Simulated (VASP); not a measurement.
# Sb (Pm-3m) in VASP: a series of runs

Runs on Sb. Level: r2SCAN. Tasks: relaxation of cell and atoms.

All numbers are computed with VASP 6.6.1; they aren't measurements. Logs are shortened: lines on timing, memory, paths and dates and some standing lists are left out, and cuts for length are marked.

### Step 1. The cell of the first run

It takes space group Pm-3m (No. 221, cubic). Conventional cell: a = 3.083 Å, b = 3.083 Å, c = 3.083 Å, α = 90.00°, β = 90.00°, γ = 90.00°. Within 4.1 Å of Sb (site symmetry m-3m) lie 6 Sb at 3.08 Å.

This isn't the form of Sb at room conditions, which is rhombohedral.

### Step 2. Relaxation of cell and atoms, r2SCAN

POSCAR reads:

```
Sb
1.0
    3.0833436100      0.0000000000      0.0000000000
    0.0000000000      3.0833436100      0.0000000000
    0.0000000000      0.0000000000      3.0833436100
Sb
1
Direct
    0.0000000000      0.0000000000      0.0000000000
```

INCAR.step1 reads:

```
SYSTEM = Sb
  ALGO = Normal
  EDIFF = 1E-4
  ENCUT = 600
  GGA = PE
  ISMEAR = 0
  LASPH = .True.
  LCHARG = .False.
  LREAL = .False.
  LWAVE = .True.
  NELM = 60
  PREC = Accurate
  SIGMA = 0.1
```

INCAR.step2 reads:

```
SYSTEM = Sb
  ALGO = Normal
  EDIFF = 1E-6
  EDIFFG = -0.002
  ENCUT = 600
  IBRION = 2
  ISIF = 3
  ISMEAR = 0
  ISTART = 1
  LASPH = .True.
  LCHARG = .False.
  LMIXTAU = .True.
  LREAL = .False.
  LWAVE = .False.
  METAGGA = R2SCAN
  NELM = 60
  NSW = 100
  PREC = Accurate
  SIGMA = 0.1
```

KPOINTS reads:

```
k-points
0
Gamma
  14 14 14
  0 0 0
```

Potentials or basis: VASP PAW PBE potentials, release 64 (Sb).

The run is started by

```sh
cat potpaw_PBE.64/Sb/POTCAR > POTCAR
cp INCAR.step1 INCAR
mpirun -np 1 vasp_std > vasp.out
cp INCAR.step2 INCAR
mpirun -np 1 vasp_std > vasp.out
```

OUTCAR:

```text
SYSTEM = Sb
   EDIFF = 1E-6
   EDIFFG = -0.002
   ENCUT = 600
   IBRION = 2
   ISIF = 3
   ISMEAR = 0
   ISTART = 1
   LASPH = .True.
   LREAL = .False.
   METAGGA = R2SCAN
   NELM = 60
   NSW = 100
   PREC = Accurate

 ion  position               nearest neighbor table
   1  0.000  0.000  0.000-

  LATTYP: Found a simple cubic cell.
 ALAT       =     3.0833436100

  Lattice vectors:

 A1 = (   3.0833436100,   0.0000000000,   0.0000000000)
 A2 = (   0.0000000000,   3.0833436100,   0.0000000000)
 A3 = (   0.0000000000,   0.0000000000,   3.0833436100)

Analysis of symmetry for initial positions (statically):
=====================================================================
 Subroutine PRICEL returns:
 Original cell was already a primitive cell.

 Routine SETGRP: Setting up the symmetry group for a
 simple cubic supercell.

 Subroutine GETGRP returns: Found 48 space group operations
 (whereof 48 operations were pure point group operations)
 out of a pool of 48 trial point group operations.

The static configuration has the point symmetry O_h .

Analysis of symmetry for dynamics (positions and initial velocities):
=====================================================================
 Subroutine PRICEL returns:
 Original cell was already a primitive cell.

 Routine SETGRP: Setting up the symmetry group for a
 simple cubic supercell.

 Subroutine GETGRP returns: Found 48 space group operations
 (whereof 48 operations were pure point group operations)
 out of a pool of 48 trial point group operations.

The dynamic configuration has the point symmetry O_h .

 Subroutine INISYM returns: Found 48 space group operations
 (whereof 48 operations are pure point group operations),
 and found     1 'primitive' translations

----------------------------------------------------------------------------------------

                                     Primitive cell

  volume of cell :      29.3134

  direct lattice vectors                    reciprocal lattice vectors
     3.083343610  0.000000000  0.000000000     0.324323243  0.000000000  0.000000000
     0.000000000  3.083343610  0.000000000     0.000000000  0.324323243  0.000000000
     0.000000000  0.000000000  3.083343610     0.000000000  0.000000000  0.324323243

  length of vectors
     3.083343610  3.083343610  3.083343610     0.324323243  0.324323243  0.324323243

  position of ions in fractional coordinates (direct lattice)
     0.000000000  0.000000000  0.000000000

  ion indices of the primitive-cell ions
   primitive index   ion index
                 1           1

----------------------------------------------------------------------------------------

 KPOINTS: k-points

Automatic generation of k-mesh.
 Grid dimensions read from file:
 generate k-points for:   14   14   14

 Generating k-lattice:

  Cartesian coordinates                     Fractional coordinates (reciprocal lattice)
     0.023165946  0.000000000  0.000000000     0.071428571  0.000000000  0.000000000
     0.000000000  0.023165946  0.000000000     0.000000000  0.071428571  0.000000000
     0.000000000  0.000000000  0.023165946     0.000000000  0.000000000  0.071428571

  Length of vectors
     0.023165946  0.023165946  0.023165946

  Shift w.r.t. Gamma in fractional coordinates (k-lattice)
     0.000000000  0.000000000  0.000000000

 Subroutine IBZKPT returns following result:
 ===========================================

 Found    120 irreducible k-points:

 Following reciprocal coordinates:
            Coordinates               Weight
  0.000000  0.000000  0.000000      1.000000
  0.071429  0.000000  0.000000      6.000000
  0.142857  0.000000  0.000000      6.000000
  0.214286  0.000000  0.000000      6.000000
  0.285714  0.000000  0.000000      6.000000
  0.357143  0.000000  0.000000      6.000000
[... 16 lines left out ...]
  0.285714  0.214286  0.000000     24.000000
  0.357143  0.214286  0.000000     24.000000
 [... further k-points ...]
   k-points           NKPTS =    120   k-points in BZ     NKDIM =    120   number of bands    NBANDS=      6
   number of dos      NEDOS =    301   number of ions     NIONS =      1
   total plane-waves  NPLWV =  21952
   dimension x,y,z NGX =    28 NGY =   28 NGZ =   28
   dimension x,y,z NGXF=    56 NGYF=   56 NGZF=   56
   ions per type =               1
   NGX,Y,Z   is equivalent  to a cutoff of  15.10, 15.10, 15.10 a.u.
   NGXF,Y,Z  is equivalent  to a cutoff of  30.19, 30.19, 30.19 a.u.
 SYSTEM =  Sb
   PREC   = accura    normal or accurate (medium, high low for compatibility)
   ISTART =      1    job   : 0-new  1-cont  2-samecut
   ICHARG =      0    charge: 1-file 2-atom 10-const
   ISPIN  =      1    spin polarized calculation?
   LNONCOLLINEAR =      F non collinear calculations
   LSORBIT =      F    spin-orbit coupling
   LASPH  =      T    aspherical Exc in radial PAW
   ENCUT  =  600.0 eV  44.10 Ry    6.64 a.u.   6.16  6.16  6.16*2*pi/ulx,y,z
   NELM   =     60;   NELMIN=  2; NELMDL=  0     # of ELM steps
   EDIFF  = 0.1E-05   stopping-criterion for ELM
   LREAL  =      F    real-space projection
   EDIFFG = -.2E-02   stopping-criterion for IOM
   NSW    =    100    number of steps for IOM
   IBRION =      2    ionic relax: 0-MD 1-quasi-New 2-CG
   NFREE  =      1    steps in history (QN), initial steepest desc. (CG)
   ISIF   =      3    stress and relaxation
   ISYM   =      2    0-nonsym 1-usesym 2-fastsym
   POTIM  = 0.5000    time-step for ionic-motion
   TEBEG  =    0.0;   TEEND  =   0.0 temperature during run
   PSTRESS=    0.0 pullay stress
   NELECT =       5.0000    total number of electrons
   NUPDOWN=      -1.0000    fix difference up-down
   EMIN   =  10.00;   EMAX   =-10.00  energy-range for DOS
   EFERMI =   0.00;   METHOD = LEGACY
   ISMEAR =     0;   SIGMA  =   0.10  broadening in eV -4-tet -1-fermi 0-gaus
   EFERMI_NEDOS =   21; number of points for ismear=-14 and -15
   IALGO  =     38    algorithm
   IMIX   =      4    mixing-type and parameters
     AMIX     =   0.40;   BMIX     =  1.00
     AMIX_MAG =   1.60;   BMIX_MAG =  1.00
  volume/ion in A,a.u.               =      29.31       197.82
  Fermi-wavevector in a.u.,A,eV,Ry     =   0.907910  1.715702 11.215296  0.824301
  Thomas-Fermi vector in A             =   2.031774
   LORBIT       =      0    0 simple, 1 ext, 2 COOP (PROOUT), +10 PAW based schemes
   METAGGA = R2SCAN    functional components
   LHFCALC =     F    Hartree Fock is set to
   AEXX    =    0.0000 exact exchange contribution
   IVDW    =     0    specifies the selected vdW correction
   LEPSILON=     F    determine dielectric tensor
   LRPA    =     F    only Hartree local field effects (RPA)
 conjugate gradient relaxation of ions
 non-spin polarized calculation
 Gauss-broadening in eV      SIGMA  =   0.10
  energy-cutoff  :      600.00
  volume of cell :       29.31
 maximum number of plane-waves:       996
 NGX is ok and might be reduce to    28
   NGX = 13   NGY = 13   NGZ = 13

--------------------------------------- Ionic step        1  -------------------------------------------

 number of electron       4.9999999 magnetization

 Free energy of the ion-electron system (eV)
  ---------------------------------------------------
  ext. energy  EPLUGINS =         0.00000000
  ---------------------------------------------------
  free energy    TOTEN  =       -25.64519489 eV

  energy without entropy =      -25.64206433  energy(sigma->0) =      -25.64362961

------------------------ aborting loop because EDIFF is reached ----------------------------------------

  FORCE on cell =-STRESS in cart. coord.  units (eV):
  Direction    XX          YY          ZZ          XY          YZ          ZX
  --------------------------------------------------------------------------------------
  -------------------------------------------------------------------------------------
  Total        0.0484909      0.0484909      0.0484909     -0.0000000      0.0000000     -0.0000000
  in kB        2.6503619      2.6503619      2.6503619     -0.0000000      0.0000000     -0.0000000
  external PRESSURE =       2.6503619 kB  Pullay stress =       0.0000000 kB
[... 55 lines left out ...]
  energy  without entropy=      -25.6421608049  energy(sigma->0) =      -25.64370982

--------------------------------------- Ionic step        3  -------------------------------------------

 number of electron       5.0000000 magnetization

 Free energy of the ion-electron system (eV)
  ---------------------------------------------------
  ext. energy  EPLUGINS =         0.00000000
  ---------------------------------------------------
  free energy    TOTEN  =       -25.64529711 eV

  energy without entropy =      -25.64218771  energy(sigma->0) =      -25.64374241

 E-fermi :   7.1822     XC(G=0): -10.1666

 val. band max:        7.1724858938   @ k =   0.5000   0.2857   0.2143
 cond. band min:       7.1942100406   @ k =   0.5000   0.2857   0.2857
 fundamental gap:      0.0217241468
 Fermi energy:         7.1821667618

 k-point     1 :       0.0000    0.0000    0.0000
  band No.  band energies     occupation
      1      -5.8517      2.00000
      2      10.7053      0.00000
      3      10.7053      0.00000
      4      10.7053      0.00000
      5      14.4868      0.00000
      6      14.4868      0.00000

 k-point     2 :       0.0714    0.0000    0.0000
  band No.  band energies     occupation
      1      -5.7725      2.00000
      2       9.7032      0.00000
      3      10.7841      0.00000
      4      10.7841      0.00000
      5      14.5482      0.00000
      6      15.1763      0.00000
[... 190 lines left out ...]
 k-point    24 :       0.3571    0.2143    0.0000
  band No.  band energies     occupation
      1      -3.3324      2.00000
      2       3.4470      2.00000
      3       7.7186      0.00000
      4      13.0169      0.00000
      5      14.7695      0.00000
      6      17.3804      0.00000

 [... further k-points ...]
[... 5 lines left out ...]
  --------------------------------------------------------------------------------------
  -------------------------------------------------------------------------------------
  Total        0.0013020      0.0013020      0.0013020     -0.0000000     -0.0000000     -0.0000000
  in kB        0.0708559      0.0708559      0.0708559     -0.0000000     -0.0000000     -0.0000000
  external PRESSURE =       0.0708559 kB  Pullay stress =       0.0000000 kB
[... 16 lines left out ...]
  FREE ENERGIE OF THE ION-ELECTRON SYSTEM (eV)
  ---------------------------------------------------
  free  energy   TOTEN  =       -25.6452971120 eV

  energy  without entropy=      -25.6421877078  energy(sigma->0) =      -25.64374241

 reached required accuracy - stopping structural energy minimisation
```

Wall time 1.8 min (1 thread of Intel Xeon Platinum 8488C (Sapphire Rapids), shared host); peak memory 0.18 GiB.

Results:

- Free energy: -25.6453 eV
- Relaxed volume: 29.44 Å³/atom
- Relaxed cell: a = 3.088 Å, b = 3.088 Å, c = 3.088 Å, α = 90.00°, β = 90.00°, γ = 90.00°
- Space group after relaxing (to 0.1 Å): Pm-3m (No. 221)
- Energy gained by relaxing: 0.1 meV/atom
- Ionic steps: 3
- Pressure after relaxing: 0.0 GPa
- Band gap on the k mesh: zero (an odd number of electrons rules out a gap without spin polarisation)

Step by step:
```csv
step,energy change (eV),largest force (eV/Å),pressure (GPa),volume (Å³)
1,0.0000,0.0000,0.27,29.31
2,-0.0001,0.0000,-0.15,29.52
3,-0.0001,0.0000,0.01,29.44
```

Final structure:
```
Sb
1.0
     3.08777    0.00000    0.00000
     0.00000    3.08777    0.00000
     0.00000    0.00000    3.08777
Sb
1
Direct
  0.00000 0.00000 0.00000
```

Caveat: the PAW data sets were made with another functional, which shifts forces and pressure a little; spin-orbit coupling is left out, which moves the levels of the heavy elements.

[end of part 1 of 2]
